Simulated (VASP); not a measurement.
# As (R-3m) in VASP: a series of runs

The runs below take As through single point, with PBE+D4, PBE.

All numbers are computed with VASP 6.6.1; they aren't measurements. Logs are shortened: lines on timing, memory, paths and dates and some standing lists are left out, and cuts for length are marked.

## 1. The cell of the first run

It takes space group R-3m (No. 166, trigonal). The conventional cell has a = 3.786 Å, b = 3.786 Å, c = 10.109 Å, α = 90.00°, β = 90.00°, γ = 120.00°. As (site symmetry 3m) has 6 As at 2.53 to 3.02 Å within 3.3 Å.

## 2. Single point, PBE+D4

Input file INCAR:

```
  PREC = Accurate
  ENCUT = 520
  EDIFF = 1E-7
  ISMEAR = -1
  SIGMA = 0.05
  LREAL = F
  LASPH = T
  NELM = 60
  ALGO = Normal
  ISIF = 2
  LWAVE = F
  LCHARG = F
  GGA = PE
  IVDW = 13
  NBANDS = 12
```

Input file KPOINTS:

```
regular mesh
0
Gamma
  9 9 9
```

Input file POSCAR:

```
As
1.0
    1.8928094691      1.0928140565      3.3697911878
   -1.8928094691      1.0928140565      3.3697911878
    0.0000000000     -2.1856281131      3.3697911878
As
2
Direct
    0.2301125174      0.2301125174      0.2301125174
    0.7698874826      0.7698874826      0.7698874826
```

Potentials or basis: VASP PAW PBE potentials, release 64 (As).

Run with:

```sh
$ cat potpaw_PBE.64/As/POTCAR > POTCAR
$ mpirun -np 1 vasp_std > vasp.out
```

OUTCAR:

```text
PREC = Accurate
   ENCUT = 520
   EDIFF = 1E-7
   ISMEAR = -1
   LREAL = F
   LASPH = T
   NELM = 60
   ISIF = 2
   GGA = PE
   IVDW = 13

 ion  position               nearest neighbor table
   1  0.230  0.230  0.230-   2 2.53   2 2.53   2 2.53
   2  0.770  0.770  0.770-   1 2.53   1 2.53   1 2.53

  LATTYP: Found a trigonal (rhomboedric) cell.
 ALAT       =     4.0165237330
 COS(alpha) =     0.5558362404

  Lattice vectors:

 A1 = (   1.8928094691,   1.0928140565,   3.3697911878)
 A2 = (  -1.8928094691,   1.0928140565,   3.3697911878)
 A3 = (   0.0000000000,  -2.1856281131,   3.3697911878)

Analysis of symmetry for initial positions (statically):
=====================================================================
 Subroutine PRICEL returns:
 Original cell was already a primitive cell.

 Routine SETGRP: Setting up the symmetry group for a
 trigonal (rhombohedral) supercell.

 Subroutine GETGRP returns: Found 12 space group operations
 (whereof 12 operations were pure point group operations)
 out of a pool of 12 trial point group operations.

The static configuration has the point symmetry D_3d.

Analysis of symmetry for dynamics (positions and initial velocities):
=====================================================================
 Subroutine PRICEL returns:
 Original cell was already a primitive cell.

 Routine SETGRP: Setting up the symmetry group for a
 trigonal (rhombohedral) supercell.

 Subroutine GETGRP returns: Found 12 space group operations
 (whereof 12 operations were pure point group operations)
 out of a pool of 12 trial point group operations.

The dynamic configuration has the point symmetry D_3d.

 Subroutine INISYM returns: Found 12 space group operations
 (whereof 12 operations are pure point group operations),
 and found     1 'primitive' translations

----------------------------------------------------------------------------------------

                                     Primitive cell

  volume of cell :      41.8223

  direct lattice vectors                    reciprocal lattice vectors
     1.892809469  1.092814056  3.369791188     0.264157597  0.152511459  0.098918098
    -1.892809469  1.092814056  3.369791188    -0.264157597  0.152511459  0.098918098
     0.000000000 -2.185628113  3.369791188     0.000000000 -0.305022919  0.098918098

  length of vectors
     4.016523733  4.016523733  4.016523733     0.320661459  0.320661459  0.320661459

  position of ions in fractional coordinates (direct lattice)
     0.230112517  0.230112517  0.230112517
     0.769887483  0.769887483  0.769887483

  ion indices of the primitive-cell ions
   primitive index   ion index
                 1           1
                 2           2

----------------------------------------------------------------------------------------

 KPOINTS: regular mesh

Automatic generation of k-mesh.
 Grid dimensions read from file:
 generate k-points for:    9    9    9

 Generating k-lattice:

  Cartesian coordinates                     Fractional coordinates (reciprocal lattice)
     0.029350844  0.016945718  0.010990900     0.111111111  0.000000000  0.000000000
    -0.029350844  0.016945718  0.010990900     0.000000000  0.111111111  0.000000000
     0.000000000 -0.033891435  0.010990900     0.000000000  0.000000000  0.111111111

  Length of vectors
     0.035629051  0.035629051  0.035629051

  Shift w.r.t. Gamma in fractional coordinates (k-lattice)
     0.000000000  0.000000000  0.000000000

 Subroutine IBZKPT returns following result:
 ===========================================

 Found     85 irreducible k-points:

 Following reciprocal coordinates:
            Coordinates               Weight
  0.000000  0.000000  0.000000      1.000000
  0.111111  0.000000 -0.000000      6.000000
  0.222222 -0.000000 -0.000000      6.000000
  0.333333  0.000000 -0.000000      6.000000
  0.444444 -0.000000 -0.000000      6.000000
  0.111111  0.111111 -0.000000      6.000000
[... 16 lines left out ...]
 -0.333333  0.333333  0.000000      6.000000
  0.444444  0.444444 -0.000000      6.000000
 [... further k-points ...]
   k-points           NKPTS =     85   k-points in BZ     NKDIM =     85   number of bands    NBANDS=     12
   number of dos      NEDOS =    301   number of ions     NIONS =      2
   total plane-waves  NPLWV =  27000
   dimension x,y,z NGX =    30 NGY =   30 NGZ =   30
   dimension x,y,z NGXF=    60 NGYF=   60 NGZF=   60
   ions per type =               2
   NGX,Y,Z   is equivalent  to a cutoff of  12.42, 12.42, 12.42 a.u.
   NGXF,Y,Z  is equivalent  to a cutoff of  24.83, 24.83, 24.83 a.u.
 SYSTEM =  unknown system
   PREC   = accura    normal or accurate (medium, high low for compatibility)
   ISTART =      0    job   : 0-new  1-cont  2-samecut
   ICHARG =      2    charge: 1-file 2-atom 10-const
   ISPIN  =      1    spin polarized calculation?
   LNONCOLLINEAR =      F non collinear calculations
   LSORBIT =      F    spin-orbit coupling
   LASPH  =      T    aspherical Exc in radial PAW
   ENCUT  =  520.0 eV  38.22 Ry    6.18 a.u.   7.47  7.47  7.47*2*pi/ulx,y,z
   NELM   =     60;   NELMIN=  2; NELMDL= -5     # of ELM steps
   EDIFF  = 0.1E-06   stopping-criterion for ELM
   LREAL  =      F    real-space projection
   EDIFFG = 0.1E-05   stopping-criterion for IOM
   NSW    =      0    number of steps for IOM
   IBRION =     -1    ionic relax: 0-MD 1-quasi-New 2-CG
   NFREE  =      0    steps in history (QN), initial steepest desc. (CG)
   ISIF   =      2    stress and relaxation
   ISYM   =      2    0-nonsym 1-usesym 2-fastsym
   POTIM  = 0.5000    time-step for ionic-motion
   TEBEG  =    0.0;   TEEND  =   0.0 temperature during run
   PSTRESS=    0.0 pullay stress
   NELECT =      10.0000    total number of electrons
   NUPDOWN=      -1.0000    fix difference up-down
   EMIN   =  10.00;   EMAX   =-10.00  energy-range for DOS
   EFERMI =   0.00;   METHOD = LEGACY
   ISMEAR =    -1;   SIGMA  =   0.05  broadening in eV -4-tet -1-fermi 0-gaus
   EFERMI_NEDOS =   21; number of points for ismear=-14 and -15
   IALGO  =     38    algorithm
   IMIX   =      4    mixing-type and parameters
     AMIX     =   0.40;   BMIX     =  1.00
     AMIX_MAG =   1.60;   BMIX_MAG =  1.00
  volume/ion in A,a.u.               =      20.91       141.12
  Fermi-wavevector in a.u.,A,eV,Ry     =   1.016106  1.920162 14.047627  1.032471
  Thomas-Fermi vector in A             =   2.149431
   LORBIT       =      0    0 simple, 1 ext, 2 COOP (PROOUT), +10 PAW based schemes
   GGA     = PE    functional components
   LHFCALC =     F    Hartree Fock is set to
   AEXX    =    0.0000 exact exchange contribution
   IVDW    =    13    specifies the selected vdW correction
   LEPSILON=     F    determine dielectric tensor
   LRPA    =     F    only Hartree local field effects (RPA)
 non-spin polarized calculation
  energy-cutoff  :      520.00
  volume of cell :       41.82
 maximum number of plane-waves:      1141
 NGX is ok and might be reduce to    30
   NGX = 15   NGY = 15   NGZ = 15

 number of electron      10.0000000 magnetization

 Free energy of the ion-electron system (eV)
  ---------------------------------------------------
  ext. energy  EPLUGINS =         0.00000000
  ---------------------------------------------------
  free energy    TOTEN  =        -9.32018179 eV

  energy without entropy =       -9.31887967  energy(sigma->0) =       -9.31953073

 E-fermi :   5.7288     XC(G=0): -10.1243

 val. band max:        5.6703276089   @ k =   0.3333   0.2222   0.2222
 cond. band min:       5.7643531379   @ k =   0.4444  -0.0000  -0.0000
 fundamental gap:      0.0940255289
 Fermi energy:         5.7288120305

 k-point     1 :       0.0000    0.0000    0.0000
  band No.  band energies     occupation
      1      -9.3890      2.00000
      2       0.1611      2.00000
      3       3.3632      2.00000
      4       3.6519      2.00000
      5       3.6519      2.00000
      6       7.8283      0.00000
      7       8.8584      0.00000
      8       8.8584      0.00000
      9      12.2377      0.00000
     10      12.2377      0.00000
     11      12.6568      0.00000
     12      14.2680      0.00000

 k-point     2 :       0.1111    0.0000   -0.0000
  band No.  band energies     occupation
      1      -9.2223      2.00000
      2      -0.5132      2.00000
      3       3.3716      2.00000
      4       3.5716      2.00000
      5       3.8268      2.00000
      6       7.9107      0.00000
      7       8.5049      0.00000
      8       8.5860      0.00000
      9      11.5392      0.00000
     10      12.1734      0.00000
     11      12.1961      0.00000
     12      15.3436      0.00000

 k-point     3 :       0.2222   -0.0000   -0.0000
  band No.  band energies     occupation
      1      -8.7265      2.00000
      2      -1.9851      2.00000
      3       3.2646      2.00000
      4       3.3964      2.00000
      5       4.2708      2.00000
      6       7.3744      0.00000
      7       7.7692      0.00000
      8       7.8673      0.00000
      9      11.6548      0.00000
     10      12.3139      0.00000
     11      12.9482      0.00000
     12      17.5176      0.00000

 k-point     4 :       0.3333    0.0000   -0.0000
  band No.  band energies     occupation
      1      -7.9194      2.00000
      2      -3.6454      2.00000
      3       3.2377      2.00000
      4       3.2510      2.00000
      5       4.6986      2.00000
      6       6.5188      0.00000
      7       6.7901      0.00000
      8       7.1418      0.00000
      9      12.7748      0.00000
     10      13.6876      0.00000
     11      14.5332      0.00000
     12      18.4967      0.00000

 k-point     5 :       0.4444   -0.0000   -0.0000
  band No.  band energies     occupation
      1      -6.8865      2.00000
      2      -5.1523      2.00000
      3       3.1538      2.00000
      4       3.3183      2.00000
      5       5.1623      1.99998
      6       5.7644      0.65883
      7       6.1225      0.00076
      8       6.7194      0.00000
      9      14.3940      0.00000
     10      15.8033      0.00000
     11      16.6625      0.00000
     12      16.6630      0.00000
[... 228 lines left out ...]
      1      -7.0186      2.00000
      2      -3.5648      2.00000
      3       0.0345      2.00000
      4       1.6334      2.00000
      5       2.0079      2.00000
      6       8.0726      0.00000
      7      10.5180      0.00000
      8      11.2678      0.00000
      9      11.6497      0.00000
     10      16.8862      0.00000
     11      17.1437      0.00000
     12      18.1366      0.00000

 k-point    22 :      -0.4444    0.3333   -0.0000
  band No.  band energies     occupation
      1      -6.2445      2.00000
      2      -4.5827      2.00000
      3      -0.4493      2.00000
      4       1.8514      2.00000
      5       2.1564      2.00000
      6       9.0702      0.00000
      7       9.7003      0.00000
      8      10.5869      0.00000
      9      12.1911      0.00000
     10      15.5794      0.00000
     11      17.0545      0.00000
     12      19.0372      0.00000

 k-point    23 :      -0.3333    0.3333    0.0000
  band No.  band energies     occupation
      1      -5.6738      2.00000
      2      -5.4636      2.00000
      3      -0.3410      2.00000
      4       2.4377      2.00000
      5       2.6064      2.00000
      6       8.3545      0.00000
      7       8.6292      0.00000
      8      11.8723      0.00000
      9      12.1487      0.00000
     10      13.7834      0.00000
     11      15.8135      0.00000
     12      18.5442      0.00000

 k-point    24 :       0.4444    0.4444   -0.0000
  band No.  band energies     occupation
      1      -6.6989      2.00000
      2      -3.6460      2.00000
      3      -0.4009      2.00000
      4       1.4734      2.00000
      5       1.4968      2.00000
      6       7.3845      0.00000
      7      11.3479      0.00000
      8      12.3783      0.00000
      9      12.9374      0.00000
     10      16.2648      0.00000
     11      17.7016      0.00000
     12      19.2157      0.00000

 [... further k-points ...]

------------------------ aborting loop because EDIFF is reached ----------------------------------------

  DFT-D4 for vdW energy calculation

  Edisp (eV):   -0.92832

  FORCE on cell =-STRESS in cart. coord.  units (eV):
  Direction    XX          YY          ZZ          XY          YZ          ZX
  --------------------------------------------------------------------------------------
  -------------------------------------------------------------------------------------
  Total       0.08512     0.08512     0.05618     0.00000    -0.00000     0.00000
  in kB       3.26100     3.26100     2.15232     0.00000    -0.00000     0.00000
  external pressure =        2.89 kB  Pullay stress =        0.00 kB

 VOLUME and BASIS-vectors are now :
 -----------------------------------------------------------------------------
  energy-cutoff  :      520.00
  volume of cell :       41.82
      direct lattice vectors                 reciprocal lattice vectors
     1.892809469  1.092814056  3.369791188     0.264157597  0.152511459  0.098918098
    -1.892809469  1.092814056  3.369791188    -0.264157597  0.152511459  0.098918098
     0.000000000 -2.185628113  3.369791188     0.000000000 -0.305022919  0.098918098

 POSITION                                       TOTAL-FORCE (eV/Angst)
 -----------------------------------------------------------------------------------
      0.00000     -0.00000      2.32629         0.000000     -0.000000      0.049434
      0.00000     -0.00000      7.78308         0.000000      0.000000     -0.049434
 -----------------------------------------------------------------------------------
    total drift:                               -0.000000     -0.000000      0.000000

  FREE ENERGIE OF THE ION-ELECTRON SYSTEM (eV)
  ---------------------------------------------------
  free  energy   TOTEN  =       -10.2485051881 eV

  energy  without entropy=      -10.2472030658  energy(sigma->0) =      -10.24785413
```

Run time: 19 s. Hardware: 1 thread of AMD EPYC 9R45 (Zen 5), shared host; peak memory 0.15 GiB.

Results:

* Free energy: -10.2485 eV
* Pressure: 0.3 GPa
* Largest force: 0.049 eV/Å
* Band gap on the k mesh: 0.09 eV, indirect (least direct gap 0.60 eV)
* Dispersion energy per atom: -0.464 eV

Forces in eV/Å, atoms in the order of the input:
```
As   0.000  0.000  0.049
As   0.000  0.000 -0.049
```

## 3. Single point, PBE

This run uses another cell than the first one, of 21.53 Å³/atom, 1.030 times its volume.

Input file INCAR:

```
PREC = Accurate ; ENCUT = 520
EDIFF = 1E-6 ; ISMEAR = 0
SIGMA = 0.025 ; LREAL = F
LASPH = T ; NELM = 80
ALGO = Normal ; ISIF = 2
LWAVE = F ; LCHARG = T
GGA = PE ; LELF = T
LVHAR = T ; NBANDS = 12
```

KPOINTS is that of step 2.

Input file POSCAR:

```
As
1.0
    1.8807968987      1.0858785957      3.5140619945
   -1.8807968987      1.0858785957      3.5140619945
    0.0000000000     -2.1717571915      3.5140619945
As
2
Direct
    0.2260000000      0.2260000000      0.2260000000
    0.7740000000      0.7740000000      0.7740000000
```

Potentials or basis: VASP PAW PBE potentials, release 64 (As).

Run with:

```sh
$ cat potpaw_PBE.64/As/POTCAR > POTCAR
$ mpirun -np 1 vasp_std > vasp.out
```

OUTCAR:

```text
PREC = Accurate
   ENCUT = 520
   EDIFF = 1E-6
   ISMEAR = 0
   LREAL = F
   LASPH = T
   NELM = 80
   ISIF = 2
   GGA = PE

 ion  position               nearest neighbor table
   1  0.226  0.226  0.226-   2 2.51   2 2.51   2 2.51
   2  0.774  0.774  0.774-   1 2.51   1 2.51   1 2.51

  LATTYP: Found a trigonal (rhomboedric) cell.
 ALAT       =     4.1310000000
 COS(alpha) =     0.5854247172

  Lattice vectors:

[... 534 lines left out ...]
      3      -0.3659      2.00000
      4       1.3585      2.00000
      5       1.3751      2.00000
      6       6.9258      0.00000
      7      10.8570      0.00000
      8      12.2375      0.00000
      9      12.3325      0.00000
     10      15.9263      0.00000
     11      16.9109      0.00000
     12      18.2620      0.00000

 [... further k-points ...]
[... 5 lines left out ...]
  --------------------------------------------------------------------------------------
  -------------------------------------------------------------------------------------
  Total        1.1460910      1.1460910      0.9841560      0.0000000     -0.0000000      0.0000000
  in kB       42.6428121     42.6428121     36.6176674      0.0000000     -0.0000000      0.0000000
  external PRESSURE =      40.6344306 kB  Pullay stress =       0.0000000 kB

 VOLUME and BASIS-vectors are now :
 -----------------------------------------------------------------------------
  energy-cutoff  :      520.00
  volume of cell :       43.06
      direct lattice vectors                 reciprocal lattice vectors
     1.880796899  1.085878596  3.514061995     0.265844760  0.153485544  0.094856987
    -1.880796899  1.085878596  3.514061995    -0.265844760  0.153485544  0.094856987
     0.000000000 -2.171757191  3.514061995     0.000000000 -0.306971087  0.094856987

 POSITION                                       TOTAL-FORCE (eV/Angst)
 -----------------------------------------------------------------------------------
      0.00000     -0.00000      2.38253         0.000000     -0.000000      0.491383
      0.00000     -0.00000      8.15965         0.000000      0.000000     -0.491383
 -----------------------------------------------------------------------------------
    total drift:                               -0.000000     -0.000000      0.000000

  FREE ENERGIE OF THE ION-ELECTRON SYSTEM (eV)
  ---------------------------------------------------
  free  energy   TOTEN  =        -9.3218481865 eV

  energy  without entropy=       -9.3218307532  energy(sigma->0) =       -9.32183947
```

It took 20 s on 1 thread of AMD EPYC 9R45 (Zen 5), shared host; peak memory 0.15 GiB.

What came out:

```
Free energy            : -9.3218 eV
Pressure               : 4.1 GPa
Largest force          : 0.491 eV/Å
Band gap on the k mesh : zero (band 5 reaches 5.50 eV, above the bottom of band 6 at 5.39 eV)
```

Forces in eV/Å, atoms in the order of the input:
```
As   0.000  0.000  0.491
As   0.000  0.000 -0.491
```

Stress tensor (GPa, compression positive):
```
4.26 0.00 0.00
0.00 4.26 0.00
0.00 0.00 3.66
```

(Part 1 of 2 ends here.)
